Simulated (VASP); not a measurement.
Au, 1 atom in the cell. The structure is cubic, space group Pm-3m (No. 221). Conventional cell: a = 2.601 Å, b = 2.601 Å, c = 2.601 Å, α = 90.00°, β = 90.00°, γ = 90.00°. Au (site symmetry m-3m) has 6 Au at 2.60 Å within 3.4 Å.  This cell differs from its parent crystal: volume scaled by 0.9.

* Program: VASP 6.6.1
* Task: single point
* Functional: PBEsol
* Potentials or basis: VASP PAW PBE potentials, release 64 (Au)
* Cutoff: 520 eV
* k mesh: 14 × 14 × 14
* Occupations: fermi-dirac, width 0.08 eV
* Spin: no spin polarisation
* Dipole correction: no
* Further INCAR settings: ALGO = Normal; EDIFF = 1e-06; NBANDS = 12

Potentials or basis: VASP PAW PBE potentials, release 64 (Au).

Run with:

```console
$ cat potpaw_PBE.64/Au/POTCAR > POTCAR
$ mpirun -np 1 vasp_std > vasp.out
```

Hardware: 1 thread of AMD EPYC 7R13, on a shared host.

Question: How long does it take, and how much memory?

Answer: Wall time 18 s on 1 thread of AMD EPYC 7R13 (shared host), peak memory 0.11 GiB. Counts: scf iterations 11, k points 120.
